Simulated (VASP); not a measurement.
A run of VASP 6.6.1 is set up as follows.

INCAR

```
  ALGO = Normal
  EDIFF = 1E-6
  ENCUT = 520
  GGA = PE
  ISIF = 2
  ISMEAR = -1
  LASPH = True
  LCHARG = False
  LREAL = False
  LWAVE = False
  NBANDS = 12
  NELM = 80
  PREC = Accurate
  SIGMA = 0.1
```

Contents of KPOINTS:

```
k-points
0
Gamma
  22 22 22
```

File POSCAR:

```
Au
1.0
   -1.6730803318      1.6730803318      1.6730803318
    1.6730803318     -1.6730803318      1.6730803318
    1.6730803318      1.6730803318     -1.6730803318
Au
1
Direct
    0.0000000000      0.0000000000      0.0000000000
```

Potentials or basis: VASP PAW PBE potentials, release 64 (Au).

Command:

```sh
$ cat potpaw_PBE.64/Au/POTCAR > POTCAR
$ mpirun -np 1 vasp_std > vasp.out
```

(1) Predict the band gap on the k mesh.

(2) Predict the pressure.

Results:

(1) zero (an odd number of electrons rules out a gap without spin polarisation).

(2) -4.9 GPa.

Caveat: the cell stands under tension; spin-orbit coupling is left out, which moves the levels of the heavy elements.
